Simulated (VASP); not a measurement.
Wanted: the native input for a VASP 6.6.1 run.

| Quantity | Value |
| --- | --- |
| Task | single point |
| Functional | LDA |
| Potentials or basis | VASP PAW LDA potentials, release 64 (Ba_sv, Zr_sv, O_h) |
| Cutoff | 1340 eV |
| k mesh | 6 × 6 × 6 |
| Occupations | gaussian, width 0.05 eV |
| Spin | no spin polarisation |
| Dipole correction | no |
| Further INCAR settings | ALGO = Normal; EDIFF = 1e-06; NBANDS = 28 |

The structure of BaZrO3 lies in POSCAR:

```
BaZrO3
1.0
    3.8052893064      0.0000000000      0.0000000000
    0.0000000000      4.0333992921      0.0000000000
    0.0000000000      0.0000000000      4.1474542849
Ba Zr O
1 1 3
Direct
    0.5000000000      0.5000000000      0.5000000000
    0.0000000000      0.0000000000      0.0000000000
    0.5000000000      0.0000000000      0.0000000000
    0.0000000000      0.5000000000      0.0000000000
    0.0000000000      0.0000000000      0.5000000000
```

This cell differs from its parent crystal: normal strain along x -0.0825, normal strain along y -0.0275.

These files were run (other wordings do the same):

INCAR

```
ALGO = Normal
EDIFF = 1E-6
ENCUT = 1340
GGA_COMPAT = False
ISIF = 2
ISMEAR = 0
LASPH = True
LCHARG = False
LREAL = False
LWAVE = False
NBANDS = 28
NELM = 120
PREC = Accurate
SIGMA = 0.05
```

KPOINTS

```
k-points
0
Gamma
  6 6 6
```

Potentials or basis: VASP PAW LDA potentials, release 64 (Ba_sv, Zr_sv, O_h).

Launch:

```bash
$ cat potpaw_LDA.64/Ba_sv/POTCAR potpaw_LDA.64/Zr_sv/POTCAR potpaw_LDA.64/O_h/POTCAR > POTCAR
$ mpirun -np 1 vasp_std > vasp.out
```

It gave:

The pressure is 30.1 GPa and the band gap on the k mesh is 2.66 eV.

Caveat: the cell differs from its parent crystal (normal strain along x -0.0825, normal strain along y -0.0275); the stress differs along the axes, from 14 to 52 GPa; spin-orbit coupling is left out, which moves the levels of the heavy elements.

It took 2.8 min on 1 thread of Intel(R) Xeon(R) 6975P-C (Granite Rapids), on a shared host, peak memory 0.6 GiB.
